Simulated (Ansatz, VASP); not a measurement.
C in VASP and in Ansatz

The input INCAR:

```
PREC = Accurate
ENCUT = 520
EDIFF = 1E-6
ISMEAR = 0
SIGMA = 0.05
LREAL = False
LASPH = True
NELM = 80
ALGO = Normal
ISIF = 2
LWAVE = False
LCHARG = False
NBANDS = 21
```

File KPOINTS:

```
Automatic mesh
0
Gamma
  12 12 3
```

File POSCAR:

```
C
1.0
    0.0000000000      2.4448680940      0.0000000000
   -2.1172982845      1.2224340470      0.0115975242
    0.0650667217      0.0000000000     10.9886957285
C
6
Direct
    0.5000172193     -0.0000344386      0.1515603634
    0.8334204074      0.3331591853      0.7575596804
    0.1667188133      0.6665623733      0.4545600219
    0.5000526389      0.9998947223      0.4544692536
    0.8333510449      0.3332979103      0.1514695951
    0.1667542329      0.6664915342      0.7574689122
```

Input for Ansatz:

```yaml
crystal:
  lattice:
    - [0.0, 2.444868094, 0.0]
    - [-2.1172982845, 1.222434047, 0.0115975242]
    - [0.0650667217, 0.0, 10.9886957285]
  atoms:
    - { symbol: C, position: [0.5000172193, -3.44386e-05, 0.1515603634] }
    - { symbol: C, position: [0.8334204074, 0.3331591853, 0.7575596804] }
    - { symbol: C, position: [0.1667188133, 0.6665623733, 0.4545600219] }
    - { symbol: C, position: [0.5000526389, 0.9998947223, 0.4544692536] }
    - { symbol: C, position: [0.8333510449, 0.3332979103, 0.1514695951] }
    - { symbol: C, position: [0.1667542329, 0.6664915342, 0.7574689122] }
basis:
  ecutwfc: 420
kpoints:
  mp_grid: { grid: [12, 12, 3] }
hamiltonian:
  xc: lda
scf:
  occupations: { method: gaussian, width: 0.05 }
output:
  forces: true
  stress: true
  eigenvalues: true
  write_density: true
  write_potential: true
  elf: true
  volumetric_format: npy
```

Alike in both runs: task single point; functional LDA; k mesh 12 × 12 × 3; occupations gaussian, width 0.05 eV; no spin polarisation.

|  | VASP | Ansatz |
| --- | --- | --- |
| version | VASP 6.6.1 | Ansatz 0.2.0 |
| potentials or method | VASP PAW LDA potentials, release 64 (C), cutoff 520 eV | scalar-relativistic, plane waves, PAW |
| valence electrons in the cell | 24 | 24 |

```csv
,VASP,Ansatz,Ansatz less VASP
gap on the k mesh at the Fermi level (eV),0.10,0.10,0.000
least direct gap on the mesh (eV),0.10,0.10,0.000
pressure (GPa),0.6,-0.1,-0.74
"traceless stress, the component that is largest in VASP (GPa)",-1.26,-0.41,+0.842
rms of the force components (eV/Å),0.006,0.006,-0.0001
```

LDA's correlation is that of Perdew and Zunger in VASP and of Perdew and Wang (1992) in Ansatz. Atom by atom the forces differ by 0.000 eV/Å (rms over components).
